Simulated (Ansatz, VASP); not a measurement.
# One calculation of KCl, two programs

File INCAR:

```
SYSTEM = KCl
ALGO = Normal
EDIFF = 1E-6
ENCUT = 520
GGA = PE
ISIF = 2
ISMEAR = -1
LASPH = .True.
LCHARG = .True.
LELF = .True.
LREAL = .False.
LVHAR = .True.
LWAVE = .False.
NBANDS = 15
NELM = 80
PREC = Accurate
SIGMA = 0.02
```

File KPOINTS:

```
k-points
0
Gamma
  7 7 7
  0 0 0
```

The input POSCAR:

```
KCl
1.0
    3.6340000000     -0.0181700000     -0.0181700000
   -0.0181700000      3.6340000000     -0.0181700000
   -0.0181700000     -0.0181700000      3.6340000000
K Cl
1 1
Direct
    0.0000000000      0.0000000000      0.0000000000
    0.5000000000      0.5000000000      0.5000000000
```

Input for Ansatz:

```yaml
crystal:
  lattice:
    - [3.634, -0.01817, -0.01817]
    - [-0.01817, 3.634, -0.01817]
    - [-0.01817, -0.01817, 3.634]
  atoms:
    - { symbol: K, position: [0.0, 0.0, 0.0] }
    - { symbol: Cl, position: [0.5, 0.5, 0.5] }
kpoints:
  mp_grid: { grid: [7, 7, 7] }
  band_path:
    path:
      - [0.0, 0.0, 0.0]
      - [0.5, 0.0, 0.0]
      - [0.5, -0.5, 0.5]
      - [0.4901240068, -0.5098759932, 0.4901240068]
      - [0.4901240068, 0.4901240068, 0.4901240068]
      - [0.0, 0.0, 0.0]
      - [0.5, -0.5, 0.0]
    npoints: 5
scf:
  occupations: { method: fermi_dirac, width: 0.02 }
hamiltonian:
  xc: pbe
  pseudopotentials: { kind: all_electron, lapw: { basis_error: 0.0005 } }
output:
  forces: true
  stress: true
  eigenvalues: true
```

Change from the starting cell: equal xy, yz and zx shear strains of -1 %.

Alike in both runs: task single point; functional PBE; k mesh 7 × 7 × 7; occupations fermi-dirac, width 0.02 eV; no spin polarisation.

```csv
,VASP,Ansatz
version,VASP 6.6.1,Ansatz 0.2.0
potentials or method,"VASP PAW PBE potentials, release 64 (K_sv, Cl), cutoff 520 eV","all-electron LAPW, scalar-relativistic"
```

|  | VASP | Ansatz | Ansatz less VASP |
| --- | --- | --- | --- |
| gap on the k mesh at the Fermi level (eV) | 5.61 | 5.61 | +0.002 |
| pressure (GPa) | 4.5 | 4.5 | -0.07 |
| traceless stress, the component that is largest in VASP (GPa) | 0.17 | 0.16 | -0.004 |

Ansatz ran all-electron here, and VASP with PAW potentials.
